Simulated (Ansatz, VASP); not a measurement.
**Si in VASP and in Ansatz**

```
CELL_PARAMETERS angstrom
-3.20532 3.20532 2.00621
3.20532 -3.20532 2.00621
3.20532 3.20532 -2.00621
ATOMIC_POSITIONS crystal
Si 0.17873 0.17873 0.35746
Si 0.82127 0.82127 0.64254
Si 0.17873 0.82127 0.00000
Si 0.82127 0.17873 0.00000
```

Alike in both runs: task single point; functional PBEsol; k mesh 12 × 12 × 12; occupations gaussian, width 0.03 eV; no spin polarisation.

|  | VASP | Ansatz |
| --- | --- | --- |
| version | VASP 6.6.1 | Ansatz 0.2.0 |
| potentials or method | VASP PAW PBE potentials, release 64 (Si), cutoff 520 eV | scalar-relativistic, plane waves, PAW |
| valence electrons in the cell | 16 | 16 |

|  | VASP | Ansatz | Ansatz less VASP |
| --- | --- | --- | --- |
| gap on the k mesh at the Fermi level (eV) | none | none | - |
| pressure (GPa) | 2.9 | 2.8 | -0.11 |
| traceless stress, the component that is largest in VASP (GPa) | -9.59 | -9.56 | +0.039 |
| rms of the force components (eV/Å) | 0.666 | 0.661 | -0.0048 |

VASP's potentials were made for PBE, not for PBEsol, and Ansatz warns of the same on its side. Atom by atom the forces differ by 0.005 eV/Å (rms over components). A gap of «none» marks a metal or a gap that the smearing closes.
